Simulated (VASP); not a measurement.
# Ta2N (P-1) in VASP: further runs

The runs below take Ta2N through single point, with PBEsol.

Program: VASP 6.6.1. These are calculated values, not measurements. Logs are shortened: lines on timing, memory, paths and dates and some standing lists are left out, and cuts for length are marked.

## 1. The cell of the first run

The typed cell holds 3 atoms: a = 3.086 Å, b = 3.267 Å, c = 4.908 Å, α = 90.00°, β = 90.00°, γ = 125.89°.

## 2. Single point, PBEsol (engineering shear strain xy -0.1400, normal strain along z +0.0175)

Contents of INCAR:

```
  PREC = Accurate
  ENCUT = 520
  EDIFF = 1E-6
  ISMEAR = 0
  SIGMA = 0.15
  LREAL = False
  LASPH = True
  NELM = 60
  ALGO = Fast
  ISIF = 2
  LWAVE = False
  LCHARG = False
  GGA = PS
  NBANDS = 20
```

Contents of KPOINTS:

```
Automatic mesh
0
Gamma
  15 15 8
```

Contents of POSCAR:

```
Ta2N
1.0
    3.0782595490     -0.2154781684      0.0000000000
   -1.7257393423      2.7735900531      0.0000000000
    0.0000000000      0.0000000000      4.9083517634
Ta N
2 1
Direct
    0.6666666667      0.3333333333      0.7463700642
    0.3333333333      0.6666666667      0.2536299358
    0.0000000000      0.0000000000      0.0000000000
```

Potentials or basis: VASP PAW PBE potentials, release 64 (Ta_pv, N).

Run with:

```bash
$ cat potpaw_PBE.64/Ta_pv/POTCAR potpaw_PBE.64/N/POTCAR > POTCAR
$ mpirun -np 1 vasp_std > vasp.out
```

OUTCAR:

```text
PREC = Accurate
   ENCUT = 520
   EDIFF = 1E-6
   ISMEAR = 0
   LREAL = False
   LASPH = True
   NELM = 60
   ISIF = 2
   GGA = PS

 ion  position               nearest neighbor table
   1  0.667  0.333  0.746-   3 2.08   3 2.17   3 2.26   2 2.94   2 3.00   2 3.00   2 3.06   2 3.07
                             2 3.12
   2  0.333  0.667  0.254-   3 2.08   3 2.17   3 2.26   1 2.94   1 3.00   1 3.00   1 3.06   1 3.07
                             1 3.12
   3  0.000  0.000  0.000-   1 2.08   2 2.08   1 2.17   2 2.17   1 2.26   2 2.26

  LATTYP: Found a simple monoclinic cell.
 ALAT       =     2.8936563936
 B/A-ratio  =     1.6962455440
 C/A-ratio  =     1.0663989255
 COS(beta)  =    -0.4045359157

  Lattice vectors:

 A1 = (   1.3525202067,   2.5581118847,   0.0000000000)
 A2 = (   0.0000000000,   0.0000000000,  -4.9083517634)
 A3 = (  -3.0782595490,   0.2154781684,   0.0000000000)

Analysis of symmetry for initial positions (statically):
=====================================================================
 Subroutine PRICEL returns:
 Original cell was already a primitive cell.

 Routine SETGRP: Setting up the symmetry group for a
 simple monoclinic supercell.

 Subroutine GETGRP returns: Found  2 space group operations
 (whereof  2 operations were pure point group operations)
 out of a pool of  4 trial point group operations.

The static configuration has the point symmetry S_2 .

Analysis of symmetry for dynamics (positions and initial velocities):
=====================================================================
 Subroutine PRICEL returns:
 Original cell was already a primitive cell.

 Routine SETGRP: Setting up the symmetry group for a
 simple monoclinic supercell.

 Subroutine GETGRP returns: Found  2 space group operations
 (whereof  2 operations were pure point group operations)
 out of a pool of  4 trial point group operations.

The dynamic configuration has the point symmetry S_2 .

 Subroutine INISYM returns: Found  2 space group operations
 (whereof  2 operations are pure point group operations),
 and found     1 'primitive' translations

----------------------------------------------------------------------------------------

                                     Primitive cell

  volume of cell :      40.0815

  direct lattice vectors                    reciprocal lattice vectors
     3.078259549 -0.215478168  0.000000000     0.339652208  0.211333026  0.000000000
    -1.725739342  2.773590053  0.000000000     0.026387330  0.376961856  0.000000000
     0.000000000  0.000000000  4.908351763     0.000000000  0.000000000  0.203734379

  length of vectors
     3.085792069  3.266646302  4.908351763     0.400031587  0.377884284  0.203734379

  position of ions in fractional coordinates (direct lattice)
     0.666666667  0.333333333  0.746370064
     0.333333333  0.666666667  0.253629936
     0.000000000  0.000000000  0.000000000

  ion indices of the primitive-cell ions
   primitive index   ion index
                 1           1
                 2           2
                 3           3

----------------------------------------------------------------------------------------

 KPOINTS: Automatic mesh

Automatic generation of k-mesh.
 Grid dimensions read from file:
 generate k-points for:   15   15    8

 Generating k-lattice:

  Cartesian coordinates                     Fractional coordinates (reciprocal lattice)
     0.022643481  0.014088868  0.000000000     0.066666667 -0.000000000  0.000000000
     0.001759155  0.025130790  0.000000000     0.000000000  0.066666667  0.000000000
     0.000000000  0.000000000  0.025466797     0.000000000  0.000000000  0.125000000

  Length of vectors
     0.026668772  0.025192286  0.025466797

  Shift w.r.t. Gamma in fractional coordinates (k-lattice)
     0.000000000  0.000000000  0.000000000

 Subroutine IBZKPT returns following result:
 ===========================================

 Found    901 irreducible k-points:

 Following reciprocal coordinates:
            Coordinates               Weight
  0.000000  0.000000  0.000000      1.000000
  0.066667 -0.000000  0.000000      2.000000
  0.133333 -0.000000  0.000000      2.000000
  0.200000 -0.000000  0.000000      2.000000
  0.266667 -0.000000  0.000000      2.000000
  0.333333 -0.000000  0.000000      2.000000
[... 16 lines left out ...]
 -0.066667  0.066667  0.000000      2.000000
  0.000000  0.133333  0.000000      2.000000
 [... further k-points ...]
   k-points           NKPTS =    901   k-points in BZ     NKDIM =    901   number of bands    NBANDS=     20
   number of dos      NEDOS =    301   number of ions     NIONS =      3
   total plane-waves  NPLWV =  23040
   dimension x,y,z NGX =    24 NGY =   24 NGZ =   40
   dimension x,y,z NGXF=    48 NGYF=   48 NGZF=   80
   ions per type =               2   1
   NGX,Y,Z   is equivalent  to a cutoff of  12.93, 12.21, 13.55 a.u.
   NGXF,Y,Z  is equivalent  to a cutoff of  25.86, 24.43, 27.10 a.u.
 SYSTEM =  unknown system
   PREC   = accura    normal or accurate (medium, high low for compatibility)
   ISTART =      0    job   : 0-new  1-cont  2-samecut
   ICHARG =      2    charge: 1-file 2-atom 10-const
   ISPIN  =      1    spin polarized calculation?
   LNONCOLLINEAR =      F non collinear calculations
   LSORBIT =      F    spin-orbit coupling
   LASPH  =      T    aspherical Exc in radial PAW
   ENCUT  =  520.0 eV  38.22 Ry    6.18 a.u.   5.74  6.07  9.13*2*pi/ulx,y,z
   NELM   =     60;   NELMIN=  2; NELMDL= -5     # of ELM steps
   EDIFF  = 0.1E-05   stopping-criterion for ELM
   LREAL  =      F    real-space projection
   EDIFFG = 0.1E-04   stopping-criterion for IOM
   NSW    =      0    number of steps for IOM
   IBRION =     -1    ionic relax: 0-MD 1-quasi-New 2-CG
   NFREE  =      0    steps in history (QN), initial steepest desc. (CG)
   ISIF   =      2    stress and relaxation
   ISYM   =      2    0-nonsym 1-usesym 2-fastsym
   POTIM  = 0.5000    time-step for ionic-motion
   TEBEG  =    0.0;   TEEND  =   0.0 temperature during run
   PSTRESS=    0.0 pullay stress
   NELECT =      27.0000    total number of electrons
   NUPDOWN=      -1.0000    fix difference up-down
   EMIN   =  10.00;   EMAX   =-10.00  energy-range for DOS
   EFERMI =   0.00;   METHOD = LEGACY
   ISMEAR =     0;   SIGMA  =   0.15  broadening in eV -4-tet -1-fermi 0-gaus
   EFERMI_NEDOS =   21; number of points for ismear=-14 and -15
   IALGO  =     68    algorithm
   IMIX   =      4    mixing-type and parameters
     AMIX     =   0.40;   BMIX     =  1.00
     AMIX_MAG =   1.60;   BMIX_MAG =  1.00
  volume/ion in A,a.u.               =      13.36        90.16
  Fermi-wavevector in a.u.,A,eV,Ry     =   1.435098  2.711942 28.021287  2.059506
  Thomas-Fermi vector in A             =   2.554434
   LORBIT       =      0    0 simple, 1 ext, 2 COOP (PROOUT), +10 PAW based schemes
   GGA     = PS    functional components
   LHFCALC =     F    Hartree Fock is set to
   AEXX    =    0.0000 exact exchange contribution
   IVDW    =     0    specifies the selected vdW correction
   LEPSILON=     F    determine dielectric tensor
   LRPA    =     F    only Hartree local field effects (RPA)
 non-spin polarized calculation
 RMM-DIIS sequential band-by-band and
 Gauss-broadening in eV      SIGMA  =   0.15
  energy-cutoff  :      520.00
  volume of cell :       40.08
 maximum number of plane-waves:      1096
   NGX = 11   NGY = 13   NGZ = 19

 number of electron      27.0000000 magnetization

 Free energy of the ion-electron system (eV)
  ---------------------------------------------------
  ext. energy  EPLUGINS =         0.00000000
  ---------------------------------------------------
  free energy    TOTEN  =       -36.11924888 eV

  energy without entropy =      -36.10457918  energy(sigma->0) =      -36.11191403

 E-fermi :   7.4090     XC(G=0): -13.0689

 val. band max:        7.4086376689   @ k =  -0.4000   0.4000   0.3750
 cond. band min:       7.4103199967   @ k =  -0.3333   0.4667   0.3750
 fundamental gap:      0.0016823278
 Fermi energy:         7.4090440084

 k-point     1 :       0.0000    0.0000    0.0000
  band No.  band energies     occupation
      1     -28.1606      2.00000
      2     -27.4681      2.00000
      3     -27.3487      2.00000
      4     -27.2376      2.00000
      5     -27.1671      2.00000
      6     -27.1193      2.00000
[... 12 lines left out ...]
     19       9.6553      0.00000
     20      12.6335      0.00000

 k-point     2 :       0.0667   -0.0000    0.0000
  band No.  band energies     occupation
      1     -28.1437      2.00000
      2     -27.4804      2.00000
      3     -27.3610      2.00000
      4     -27.2715      2.00000
      5     -27.1704      2.00000
      6     -27.1603      2.00000
[... 12 lines left out ...]
     19       9.5869      0.00000
     20      12.8124      0.00000

 k-point     3 :       0.1333   -0.0000    0.0000
  band No.  band energies     occupation
      1     -28.0947      2.00000
      2     -27.5147      2.00000
      3     -27.4241      2.00000
      4     -27.3401      2.00000
      5     -27.2719      2.00000
      6     -27.1820      2.00000
[... 12 lines left out ...]
     19      10.5109      0.00000
     20      12.8081      0.00000

 k-point     4 :       0.2000   -0.0000    0.0000
  band No.  band energies     occupation
      1     -28.0187      2.00000
      2     -27.5808      2.00000
      3     -27.5538      2.00000
      4     -27.4456      2.00000
      5     -27.3686      2.00000
      6     -27.2051      2.00000
[... 429 lines left out ...]
 k-point    23 :      -0.0667    0.0667    0.0000
  band No.  band energies     occupation
      1     -28.1489      2.00000
      2     -27.4920      2.00000
      3     -27.3719      2.00000
      4     -27.2448      2.00000
      5     -27.1722      2.00000
      6     -27.1212      2.00000
[... 12 lines left out ...]
     19       9.8330      0.00000
     20      12.4652      0.00000

 k-point    24 :       0.0000    0.1333    0.0000
  band No.  band energies     occupation
      1     -28.1032      2.00000
      2     -27.5013      2.00000
      3     -27.4248      2.00000
      4     -27.3304      2.00000
      5     -27.2390      2.00000
      6     -27.1817      2.00000
[... 12 lines left out ...]
     19      10.3969      0.00000
     20      12.4911      0.00000

 [... further k-points ...]

------------------------ aborting loop because EDIFF is reached ----------------------------------------

  FORCE on cell =-STRESS in cart. coord.  units (eV):
  Direction    XX          YY          ZZ          XY          YZ          ZX
  --------------------------------------------------------------------------------------
  -------------------------------------------------------------------------------------
  Total        0.5189263      0.4254114     -0.6568744      5.1682747     -0.2319898     -2.0060642
  in kB       20.7430560     17.0049827    -26.2572605    206.5916001     -9.2733362    -80.1884635
  external PRESSURE =       3.8302594 kB  Pullay stress =       0.0000000 kB

 VOLUME and BASIS-vectors are now :
 -----------------------------------------------------------------------------
  energy-cutoff  :      520.00
  volume of cell :       40.08
      direct lattice vectors                 reciprocal lattice vectors
     3.078259549 -0.215478168  0.000000000     0.339652208  0.211333026  0.000000000
    -1.725739342  2.773590053  0.000000000     0.026387330  0.376961856  0.000000000
     0.000000000  0.000000000  4.908351763     0.000000000  0.000000000  0.203734379

 POSITION                                       TOTAL-FORCE (eV/Angst)
 -----------------------------------------------------------------------------------
      1.47693      0.78088      3.66345         0.236994     -0.020272     -0.495351
     -0.12441      1.77723      1.24490        -0.236994      0.020272      0.495351
      0.00000      0.00000      0.00000        -0.000000     -0.000000      0.000000
 -----------------------------------------------------------------------------------
    total drift:                                0.000000     -0.000000      0.000000

  FREE ENERGIE OF THE ION-ELECTRON SYSTEM (eV)
  ---------------------------------------------------
  free  energy   TOTEN  =       -36.1192488756 eV

  energy  without entropy=      -36.1045791765  energy(sigma->0) =      -36.11191403
```

Wall time 13 min (1 thread of Oxide Virtual Turin-like, shared host); peak memory 0.66 GiB.

Results:

```
Free energy            : -36.1192 eV
Pressure               : 0.4 GPa
Largest force          : 0.549 eV/Å
Band gap on the k mesh : zero (an odd number of electrons rules out a gap without spin polarisation)
```

Forces on the atoms (eV/Å):
```
Ta   0.237 -0.020 -0.495
Ta  -0.237  0.020  0.495
N    0.000  0.000  0.000
```

Stress tensor (GPa, compression positive):
```
 2.07 20.66 -8.02
20.66  1.70 -0.93
-8.02 -0.93 -2.63
```

Caveat: the cell differs from its parent crystal (engineering shear strain xy -0.1400, normal strain along z +0.0175); the PAW data sets were made with another functional, which shifts forces and pressure a little; spin-orbit coupling is left out, which moves the levels of the heavy elements.

## 3. Single point, PBEsol (engineering shear strain xy -0.1050, normal strain along z +0.0175)

Contents of INCAR:

```
SYSTEM = Ta2N
PREC     = Accurate       ! precision mode
ENCUT    = 520            ! plane-wave cutoff, eV
EDIFF    = 1E-6           ! SCF threshold, eV
ISMEAR   = 0              ! smearing method
SIGMA    = 0.15           ! smearing width, eV
LREAL    = .FALSE.        ! projectors in reciprocal space
LASPH    = .TRUE.         ! aspherical terms in the spheres
NELM     = 100            ! most SCF steps
ALGO     = Fast           ! electronic algorithm
ISIF     = 2              ! what is computed and relaxed
LWAVE    = .FALSE.        ! write WAVECAR
LCHARG   = .FALSE.        ! write CHGCAR
GGA      = PS             ! functional
NBANDS   = 20             ! bands
```

Contents of KPOINTS:

```
Automatic mesh
0
G
  15 15 8
  0 0 0
```

Contents of POSCAR:

```
Ta2N
1.0
    3.0782595490     -0.1616086263      0.0000000000
   -1.6790869503      2.7466552820      0.0000000000
    0.0000000000      0.0000000000      4.9083517634
Ta N
2 1
Direct
    0.6666666667      0.3333333333      0.7463700642
    0.3333333333      0.6666666667      0.2536299358
    0.0000000000      0.0000000000      0.0000000000
```

Potentials or basis: VASP PAW PBE potentials, release 64 (Ta_pv, N).

Run with:

```bash
$ cat potpaw_PBE.64/Ta_pv/POTCAR potpaw_PBE.64/N/POTCAR > POTCAR
$ mpirun -np 1 vasp_std > vasp.out
```

Run time: 12 min. Hardware: 1 thread of Oxide Virtual Turin-like, shared host; peak memory 0.66 GiB.

Results (log left out):

| Quantity | Value |
| --- | --- |
| Free energy | -36.2784 eV |
| Pressure | -1.7 GPa |
| Largest force | 0.379 eV/Å |
| Band gap on the k mesh | zero (an odd number of electrons rules out a gap without spin polarisation) |

Forces in eV/Å, atoms in the order of the input:
```
Ta   0.170 -0.010 -0.338
Ta  -0.170  0.010  0.338
N    0.000  0.000  0.000
```

Stress tensor (GPa, compression positive):
```
-0.27 15.50 -5.89
15.50 -0.50 -0.63
-5.89 -0.63 -4.37
```

Levels at points of the mesh, in eV from the Fermi level:
```tsv
k point	band 11	band 12	band 13	band 14	band 15	band 16
(0.00, 0.00, 0.00)	-4.94	-1.12	-0.84	0.14	0.21	0.70
(0.00, 0.00, 0.50)	-2.98	-2.69	-1.89	-0.14	1.30	1.40
```

Caveat: the cell differs from its parent crystal (engineering shear strain xy -0.1050, normal strain along z +0.0175); the PAW data sets were made with another functional, which shifts forces and pressure a little; spin-orbit coupling is left out, which moves the levels of the heavy elements.
